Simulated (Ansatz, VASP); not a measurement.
# TeF3: VASP beside Ansatz

```
Te F
1.0
     3.61944    0.00000    0.00000
     0.00000    3.61944    0.00000
     0.00000    0.00000    7.18722
Te F
1 3
Direct
  0.00000 0.00000 0.00000
  0.00000 0.00000 0.27404
  0.00000 0.00000 0.72596
  0.50000 0.50000 0.00000
```

Alike in both runs: functional PBE; k mesh 12 × 12 × 8; occupations gaussian, width 0.1 eV; no spin polarisation.

Ansatz relaxed the structure, and its values are those at the end. VASP's run is a single point on that final structure, the one shown.

```csv
,VASP,Ansatz
version,VASP 6.6.1,Ansatz 0.2.0
potentials or method,"VASP PAW PBE potentials, release 64 (Te, F), cutoff 520 eV","scalar-relativistic, plane waves, PAW"
valence electrons in the cell,27,37
```

Ansatz gave:

* gap on the k mesh at the Fermi level (eV): none
* pressure (GPa): 0.0
* rms of the force components (eV/Å): 0.001

**Question.** Which values does VASP return?

**Answer.** gap on the k mesh at the Fermi level (eV): none; pressure (GPa): -0.3; rms of the force components (eV/Å): 0.004.

A gap of «none» marks a metal or a gap that the smearing closes. VASP's potentials hold 27 valence electrons a cell and Ansatz's 37, so a difference there can come from the potentials and not from the codes. Ansatz's warnings: xc potential rough in thin density.

Neither program's run includes spin-orbit coupling.
